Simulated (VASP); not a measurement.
# Ta (I4/mmm) in VASP: notebook

The runs below take Ta through single point, with PBEsol.

All numbers are computed with VASP 6.6.1; they aren't measurements. Logs are shortened: lines on timing, memory, paths and dates and some standing lists are left out, and cuts for length are marked.

### Step 1. The cell of the first run

The structure is tetragonal, space group I4/mmm (No. 139). The conventional cell has a = 3.588 Å, b = 3.588 Å, c = 2.798 Å, α = 90.00°, β = 90.00°, γ = 90.00°. Within 3.7 Å of Ta (site symmetry 4/mmm) lie 14 Ta at 2.80 to 3.59 Å.

### Step 2. Single point, PBEsol

File INCAR:

```
PREC     = Accurate       # precision mode
ENCUT    = 520            # plane-wave cutoff, eV
EDIFF    = 1E-7           # SCF threshold, eV
ISMEAR   = 0              # smearing method
SIGMA    = 0.15           # smearing width, eV
LREAL    = F              # projectors in reciprocal space
LASPH    = T              # aspherical terms in the spheres
NELM     = 100            # most SCF steps
ALGO     = Fast           # electronic algorithm
ISIF     = 2              # what is computed and relaxed
LWAVE    = F              # write WAVECAR
LCHARG   = F              # write CHGCAR
GGA      = PS             # functional
NBANDS   = 12             # bands
```

File KPOINTS:

```
Automatic mesh
0
Gamma
  22 22 22
```

File POSCAR:

```
Ta
1.0
   -1.7938626462      1.7938626462      1.3992128641
    1.7938626462     -1.7938626462      1.3992128641
    1.7938626462      1.7938626462     -1.3992128641
Ta
1
Direct
    0.0000000000      0.0000000000      0.0000000000
```

Potentials or basis: VASP PAW PBE potentials, release 64 (Ta_pv).

On the command line:

```console
$ cat potpaw_PBE.64/Ta_pv/POTCAR > POTCAR
$ mpirun -np 1 vasp_std > vasp.out
```

OUTCAR:

```text
PREC = Accurate
   ENCUT = 520
   EDIFF = 1E-7
   ISMEAR = 0
   LREAL = F
   LASPH = T
   NELM = 100
   ISIF = 2
   GGA = PS

 ion  position               nearest neighbor table
   1  0.000  0.000  0.000-

  LATTYP: Found a body centered tetragonal cell.
 ALAT       =     3.5877252924
 C/A-ratio  =     0.7800000000

  Lattice vectors:

 A1 = (  -1.7938626462,   1.7938626462,   1.3992128641)
 A2 = (   1.7938626462,  -1.7938626462,   1.3992128641)
 A3 = (   1.7938626462,   1.7938626462,  -1.3992128641)

Analysis of symmetry for initial positions (statically):
=====================================================================
 Subroutine PRICEL returns:
 Original cell was already a primitive cell.

 Routine SETGRP: Setting up the symmetry group for a
 body centered tetragonal supercell.

 Subroutine GETGRP returns: Found 16 space group operations
 (whereof 16 operations were pure point group operations)
 out of a pool of 16 trial point group operations.

The static configuration has the point symmetry D_4h.

Analysis of symmetry for dynamics (positions and initial velocities):
=====================================================================
 Subroutine PRICEL returns:
 Original cell was already a primitive cell.

 Routine SETGRP: Setting up the symmetry group for a
 body centered tetragonal supercell.

 Subroutine GETGRP returns: Found 16 space group operations
 (whereof 16 operations were pure point group operations)
 out of a pool of 16 trial point group operations.

The dynamic configuration has the point symmetry D_4h.

 Subroutine INISYM returns: Found 16 space group operations
 (whereof 16 operations are pure point group operations),
 and found     1 'primitive' translations

----------------------------------------------------------------------------------------

                                     Primitive cell

  volume of cell :      18.0104

  direct lattice vectors                    reciprocal lattice vectors
    -1.793862646  1.793862646  1.399212864     0.000000000  0.278728141  0.357343770
     1.793862646 -1.793862646  1.399212864     0.278728141  0.000000000  0.357343770
     1.793862646  1.793862646 -1.399212864     0.278728141  0.278728141  0.000000000

  length of vectors
     2.897185363  2.897185363  2.897185363     0.453193056  0.453193056  0.394181117

  position of ions in fractional coordinates (direct lattice)
     0.000000000  0.000000000  0.000000000

  ion indices of the primitive-cell ions
   primitive index   ion index
                 1           1

----------------------------------------------------------------------------------------

 KPOINTS: Automatic mesh

Automatic generation of k-mesh.
 Grid dimensions read from file:
 generate k-points for:   22   22   22

 Generating k-lattice:

  Cartesian coordinates                     Fractional coordinates (reciprocal lattice)
     0.000000000  0.012669461  0.016242899     0.045454545 -0.000000000  0.000000000
     0.012669461  0.000000000  0.016242899    -0.000000000  0.045454545  0.000000000
     0.012669461  0.012669461  0.000000000     0.000000000  0.000000000  0.045454545

  Length of vectors
     0.020599684  0.020599684  0.017917323

  Shift w.r.t. Gamma in fractional coordinates (k-lattice)
     0.000000000  0.000000000  0.000000000

 Subroutine IBZKPT returns following result:
 ===========================================

 Found    834 irreducible k-points:

 Following reciprocal coordinates:
            Coordinates               Weight
  0.000000  0.000000  0.000000      1.000000
  0.045455 -0.000000  0.000000      8.000000
  0.090909 -0.000000  0.000000      8.000000
  0.136364  0.000000  0.000000      8.000000
  0.181818 -0.000000  0.000000      8.000000
  0.227273 -0.000000  0.000000      8.000000
[... 16 lines left out ...]
  0.500000  0.045455  0.000000     16.000000
 -0.454545  0.045455 -0.000000     16.000000
 [... further k-points ...]
   k-points           NKPTS =    834   k-points in BZ     NKDIM =    834   number of bands    NBANDS=     12
[... 41 lines left out ...]
  ---------------------------------------------------
  ext. energy  EPLUGINS =         0.00000000
  ---------------------------------------------------
  free energy    TOTEN  =       -12.34838028 eV

  energy without entropy =      -12.33644193  energy(sigma->0) =      -12.34241110

 E-fermi :   5.6327     XC(G=0): -12.7090

 val. band max:        5.6311996717   @ k =  -0.2727  -0.3182   0.1364
 cond. band min:       5.6333326550   @ k =   0.3182   0.1818   0.1818
 fundamental gap:      0.0021329834
 Fermi energy:         5.6326973611

 k-point     1 :       0.0000    0.0000    0.0000
  band No.  band energies     occupation
      1     -27.7670      2.00000
      2     -27.7670      2.00000
      3     -27.4961      2.00000
      4      -2.5838      2.00000
      5       4.2389      2.00000
      6       6.4985      0.00000
      7       7.8724      0.00000
      8       7.8724      0.00000
      9      10.9424      0.00000
     10      19.3157      0.00000
     11      19.3157      0.00000
     12      19.9894      0.00000

 k-point     2 :       0.0455   -0.0000    0.0000
  band No.  band energies     occupation
      1     -27.7767      2.00000
      2     -27.7741      2.00000
      3     -27.5220      2.00000
      4      -2.4776      2.00000
      5       4.2808      2.00000
      6       6.5489      0.00000
      7       7.7874      0.00000
      8       7.7995      0.00000
      9      10.8439      0.00000
     10      19.5425      0.00000
     11      19.5550      0.00000
     12      19.9896      0.00000

 k-point     3 :       0.0909   -0.0000    0.0000
  band No.  band energies     occupation
      1     -27.8112      2.00000
      2     -27.7947      2.00000
      3     -27.5906      2.00000
      4      -2.1663      2.00000
      5       4.3848      2.00000
      6       6.6418      0.00000
      7       7.6107      0.00000
      8       7.6301      0.00000
      9      10.5955      0.00000
     10      19.9862      0.00000
     11      20.1858      0.00000
     12      20.1907      0.00000
[... 286 lines left out ...]
 k-point    23 :       0.5000    0.0455    0.0000
  band No.  band energies     occupation
      1     -28.9400      2.00000
      2     -28.1101      2.00000
      3     -27.9090      2.00000
      4       1.1092      2.00000
      5       3.0110      2.00000
      6       7.6678      0.00000
      7       8.8220      0.00000
      8      12.3610      0.00000
      9      12.6016      0.00000
     10      16.9649      0.00000
     11      18.4762      0.00000
     12      20.1351      0.00000

 k-point    24 :      -0.4545    0.0455   -0.0000
  band No.  band energies     occupation
      1     -28.8784      2.00000
      2     -28.0994      2.00000
      3     -27.8977      2.00000
      4       1.1279      2.00000
      5       3.1215      2.00000
      6       7.1842      0.00000
      7       8.8963      0.00000
      8      11.7254      0.00000
      9      12.1440      0.00000
     10      16.8460      0.00000
     11      19.8080      0.00000
     12      20.8542      0.00000

 [... further k-points ...]

------------------------ aborting loop because EDIFF is reached ----------------------------------------

  FORCE on cell =-STRESS in cart. coord.  units (eV):
  Direction    XX          YY          ZZ          XY          YZ          ZX
  --------------------------------------------------------------------------------------
  -------------------------------------------------------------------------------------
  Total       -0.8409539     -0.8409539      2.1955018      0.0000000     -0.0000000      0.0000000
  in kB      -74.8101665    -74.8101665    195.3089882      0.0000000     -0.0000000      0.0000000
  external PRESSURE =      15.2295517 kB  Pullay stress =       0.0000000 kB

 VOLUME and BASIS-vectors are now :
 -----------------------------------------------------------------------------
  energy-cutoff  :      520.00
  volume of cell :       18.01
      direct lattice vectors                 reciprocal lattice vectors
    -1.793862646  1.793862646  1.399212864     0.000000000  0.278728141  0.357343770
     1.793862646 -1.793862646  1.399212864     0.278728141  0.000000000  0.357343770
     1.793862646  1.793862646 -1.399212864     0.278728141  0.278728141  0.000000000

 POSITION                                       TOTAL-FORCE (eV/Angst)
 -----------------------------------------------------------------------------------
      0.00000      0.00000      0.00000         0.000000     -0.000000     -0.000000
 -----------------------------------------------------------------------------------
    total drift:                               -0.000000      0.000000      0.000000

  FREE ENERGIE OF THE ION-ELECTRON SYSTEM (eV)
  ---------------------------------------------------
  free  energy   TOTEN  =       -12.3483802797 eV

  energy  without entropy=      -12.3364419296  energy(sigma->0) =      -12.34241110
```

Run time: 2 min. Hardware: 1 thread of Intel Xeon 6975P-C, shared host; peak memory 0.29 GiB.

Results:

```
Free energy : -12.3484 eV
Pressure    : 1.5 GPa
```

Stress tensor (GPa, compression positive):
```
-7.48  0.00  0.00
 0.00 -7.48  0.00
 0.00  0.00 19.53
```

Levels at points of the mesh, in eV from the Fermi level:
```csv
k point,band 3,band 4,band 5,band 6,band 7,band 8
"(0.00, 0.00, 0.00)",-33.13,-8.22,-1.39,0.87,2.24,2.24
"(0.50, 0.00, 0.00)",-33.54,-4.58,-2.67,2.25,3.18,6.83
"(0.50, 0.50, 0.00)",-33.32,-4.88,0.22,0.71,0.96,3.21
"(0.50, 0.50, 0.50)",-33.56,-4.39,-3.93,6.33,6.33,6.56
```

Caveat: the PAW data sets were made with another functional, which shifts forces and pressure a little; spin-orbit coupling is left out, which moves the levels of the heavy elements.

### Step 3. Single point, PBEsol

File INCAR:

```
SYSTEM = Ta
PREC = Accurate
ENCUT = 520
EDIFF = 1E-6
ISMEAR = 0
SIGMA = 0.15
LREAL = .False.
LASPH = .True.
NELM = 80
ALGO = Fast
ISIF = 2
LWAVE = .False.
LCHARG = .False.
GGA = PS
NBANDS = 12
```

File KPOINTS:

```
regular mesh
0
Gamma
  22 22 22
  0 0 0
```

File POSCAR:

```
Ta
1.0
   -1.5130023529      1.5130023529      1.9669030588
    1.5130023529     -1.5130023529      1.9669030588
    1.5130023529      1.5130023529     -1.9669030588
Ta
1
Direct
    0.0000000000      0.0000000000      0.0000000000
```

Potentials or basis: VASP PAW PBE potentials, release 64 (Ta_pv).

On the command line:

```console
$ cat potpaw_PBE.64/Ta_pv/POTCAR > POTCAR
$ mpirun -np 1 vasp_std > vasp.out
```

Wall time 93 s (1 thread of Intel Xeon 6975P-C, shared host); peak memory 0.29 GiB.

Results (log left out):

```yaml
Free_energy: -12.3380 eV
Pressure: 1.1 GPa
```

Stress tensor (GPa, compression positive):
```
 5.80  0.00  0.00
 0.00  5.80  0.00
 0.00  0.00 -8.30
```

Levels at points of the mesh, in eV from the Fermi level:
```
           k point  band 2  band 3  band 4  band 5  band 6  band 7  band 8  band 9
(0.00, 0.00, 0.00)  -33.34  -33.34   -8.25    0.19    0.19    1.26    2.84    4.29
(0.50, 0.00, 0.00)  -33.56  -33.44   -4.73   -0.37    0.92    0.94    5.72    6.55
(0.50, 0.50, 0.00)  -33.81  -33.62   -4.61   -3.35    2.72    5.95    6.28    7.39
(0.50, 0.50, 0.50)  -33.87  -33.87   -4.49   -3.64    4.32    6.11    6.88    6.88
```

Caveat: the PAW data sets were made with another functional, which shifts forces and pressure a little; spin-orbit coupling is left out, which moves the levels of the heavy elements.

### Step 4. Single point, PBEsol

File INCAR:

```
PREC = Accurate
ENCUT = 520
EDIFF = 1E-6
ISMEAR = 0
SIGMA = 0.15
LREAL = F
LASPH = T
NELM = 100
ALGO = Fast
ISIF = 2
LWAVE = F
LCHARG = F
GGA = PS
NBANDS = 12
```

File KPOINTS:

```
Automatic mesh
0
Gamma
  22 22 22
```

File POSCAR:

```
Ta
1.0
   -1.6978192176      1.6978192176      1.5619936802
    1.6978192176     -1.6978192176      1.5619936802
    1.6978192176      1.6978192176     -1.5619936802
Ta
1
Direct
    0.0000000000      0.0000000000      0.0000000000
```

On the command line:

```console
$ cat potpaw_PBE.64/Ta_pv/POTCAR > POTCAR
$ mpirun -np 1 vasp_std > vasp.out
```

Run time: 98 s. Hardware: 1 thread of Intel Xeon 6975P-C, shared host; peak memory 0.29 GiB.

The run converged. Its results:

- Free energy: -12.5293 eV
- Pressure: -3.2 GPa

Stress tensor (GPa, compression positive):
```
-5.46  0.00  0.00
 0.00 -5.46  0.00
 0.00  0.00  1.36
```

Levels at points of the mesh, in eV from the Fermi level:
```csv
k point,band 1,band 2,band 3,band 4,band 5,band 6,band 7,band 8,band 9,band 10
"(0.00, 0.00, 0.00)",-33.05,-33.05,-33.03,-7.95,0.03,1.14,1.14,3.14,4.66,14.57
"(0.50, 0.00, 0.00)",-34.22,-33.45,-33.09,-4.39,-1.90,1.83,3.89,5.61,7.77,11.82
"(0.50, 0.50, 0.00)",-34.23,-33.35,-33.01,-4.46,-0.77,1.20,2.89,4.41,7.62,11.34
"(0.50, 0.50, 0.50)",-33.92,-33.92,-33.72,-3.94,-3.73,6.73,6.73,7.08,7.93,7.93
```

Caveat: the PAW data sets were made with another functional, which shifts forces and pressure a little; spin-orbit coupling is left out, which moves the levels of the heavy elements.

### Step 5. Single point, PBEsol

File INCAR:

```
SYSTEM = Ta
  PREC = Accurate
  ENCUT = 520
  EDIFF = 1E-6
  ISMEAR = 0
  SIGMA = 0.15
  LREAL = .FALSE.
  LASPH = .TRUE.
  NELM = 80
  ALGO = Fast
  ISIF = 2
  LWAVE = .FALSE.
  LCHARG = .TRUE.
  GGA = PS
  LELF = .TRUE.
  LVHAR = .TRUE.
  NBANDS = 12
```

File KPOINTS:

```
regular mesh
0
G
  22 22 22
  0 0 0
```

File POSCAR:

```
Ta
1.0
   -1.5996433287      1.5996433287      1.7596076615
    1.5996433287     -1.5996433287      1.7596076615
    1.5996433287      1.5996433287     -1.7596076615
Ta
1
Direct
    0.0000000000      0.0000000000      0.0000000000
```

On the command line:

```console
$ cat potpaw_PBE.64/Ta_pv/POTCAR > POTCAR
$ mpirun -np 1 vasp_std > vasp.out
```

Wall time 1.7 min (1 thread of Intel Xeon 6975P-C, shared host); peak memory 0.29 GiB.

It converged, with:

* Free energy: -12.5188 eV
* Pressure: -2.9 GPa

Stress tensor (GPa, compression positive):
```
 0.40  0.00  0.00
 0.00  0.40  0.00
 0.00  0.00 -9.40
```

Levels at points of the mesh, in eV from the Fermi level:
```csv
k point,band 2,band 3,band 4,band 5,band 6,band 7,band 8,band 9
"(0.00, 0.00, 0.00)",-33.06,-33.06,-7.97,0.40,0.40,1.52,3.09,4.60
"(0.50, 0.00, 0.00)",-33.40,-33.07,-4.44,-1.13,1.38,2.90,5.07,7.56
"(0.50, 0.50, 0.00)",-33.51,-33.14,-4.39,-2.32,2.06,4.88,5.44,7.91
"(0.50, 0.50, 0.50)",-33.79,-33.79,-4.00,-3.69,6.57,6.95,6.95,7.05
```

Caveat: the PAW data sets were made with another functional, which shifts forces and pressure a little; spin-orbit coupling is left out, which moves the levels of the heavy elements.

### Step 6. Single point, PBEsol

This run uses another cell than the first one, of the same volume but with other edges.

File INCAR:

```
SYSTEM = Ta
PREC     = Accurate       ! precision mode
ENCUT    = 520            ! plane-wave cutoff, eV
EDIFF    = 1E-6           ! SCF threshold, eV
ISMEAR   = 0              ! smearing method
SIGMA    = 0.15           ! smearing width, eV
LREAL    = .FALSE.        ! projectors in reciprocal space
LASPH    = .TRUE.         ! aspherical terms in the spheres
NELM     = 100            ! most SCF steps
ALGO     = Fast           ! electronic algorithm
ISIF     = 2              ! what is computed and relaxed
LWAVE    = .FALSE.        ! write WAVECAR
LCHARG   = .FALSE.        ! write CHGCAR
GGA      = PS             ! functional
NBANDS   = 12             ! bands
```

File KPOINTS:

```
Automatic mesh
0
G
  22 22 22
  0 0 0
```

File POSCAR:

```
Ta
1.0
   -1.9062635129      1.9062635129      1.2390712834
    1.9062635129     -1.9062635129      1.2390712834
    1.9062635129      1.9062635129     -1.2390712834
Ta
1
Direct
    0.0000000000      0.0000000000      0.0000000000
```

Potentials or basis: VASP PAW PBE potentials, release 64 (Ta_pv).

On the command line:

```console
$ cat potpaw_PBE.64/Ta_pv/POTCAR > POTCAR
$ mpirun -np 1 vasp_std > vasp.out
```

It took 90 s on 1 thread of Intel Xeon 6975P-C, shared host; peak memory 0.29 GiB.

Results (log left out):

```yaml
Free_energy: -11.9737 eV
Pressure: 10.1 GPa
```

Stress tensor (GPa, compression positive):
```
-3.13  0.00  0.00
 0.00 -3.13  0.00
 0.00  0.00 36.62
```

Levels at points of the mesh, in eV from the Fermi level:
| k point | band 2 | band 3 | band 4 | band 5 | band 6 | band 7 | band 8 | band 9 | band 10 | band 11 |
| --- | --- | --- | --- | --- | --- | --- | --- | --- | --- | --- |
| (0.00, 0.00, 0.00) | -33.58 | -32.47 | -8.20 | -2.46 | -1.40 | 4.53 | 4.53 | 5.24 | 13.08 | 13.08 |
| (0.50, 0.00, 0.00) | -33.64 | -33.61 | -4.56 | -3.18 | 2.96 | 3.26 | 5.59 | 6.80 | 12.17 | 12.95 |
| (0.50, 0.50, 0.00) | -33.49 | -32.58 | -5.08 | -1.31 | -0.52 | 2.11 | 3.79 | 7.80 | 9.31 | 15.07 |
| (0.50, 0.50, 0.50) | -34.39 | -32.69 | -4.62 | -4.12 | 4.96 | 4.96 | 7.17 | 7.41 | 7.41 | 13.68 |

Caveat: the PAW data sets were made with another functional, which shifts forces and pressure a little; spin-orbit coupling is left out, which moves the levels of the heavy elements.

### Step 7. Overview

| cell | further INCAR settings | gap on the mesh (eV) | pressure (GPa) |
| --- | --- | --- | --- |
| a = 2.897 Å, angles 103.5, 103.5, 122.2°, 1 atom | ALGO = Fast; EDIFF = 1e-07; NBANDS = 12 | none | 1.5 |
| a = 2.906 Å, angles 117.3, 117.3, 94.8°, 1 atom | ALGO = Fast; EDIFF = 1e-06; NBANDS = 12 | none | 1.1 |
| a = 2.864 Å, angles 107.3, 107.3, 113.9°, 1 atom | ALGO = Fast; EDIFF = 1e-06; NBANDS = 12 | none | -3.2 |
| a = 2.866 Å, angles 112.1, 112.1, 104.2°, 1 atom | ALGO = Fast; EDIFF = 1e-06; NBANDS = 12 | none | -2.9 |
| a = 2.967 Å, angles 100.0, 100.0, 130.6°, 1 atom | ALGO = Fast; EDIFF = 1e-06; NBANDS = 12 | none | 10.1 |

Alike in all rows: task single point; level PBEsol; potentials or basis VASP PAW PBE potentials, release 64 (Ta_pv); no spin polarisation; k mesh 22 × 22 × 22; cutoff (eV) 520; smearing gaussian 0.15 eV.

Caveats: the PAW data sets were made with another functional, which shifts forces and pressure a little; spin-orbit coupling is left out, which moves the levels of the heavy elements.

Total energies depend on the potentials used, so only differences within one code and one set of settings carry meaning.
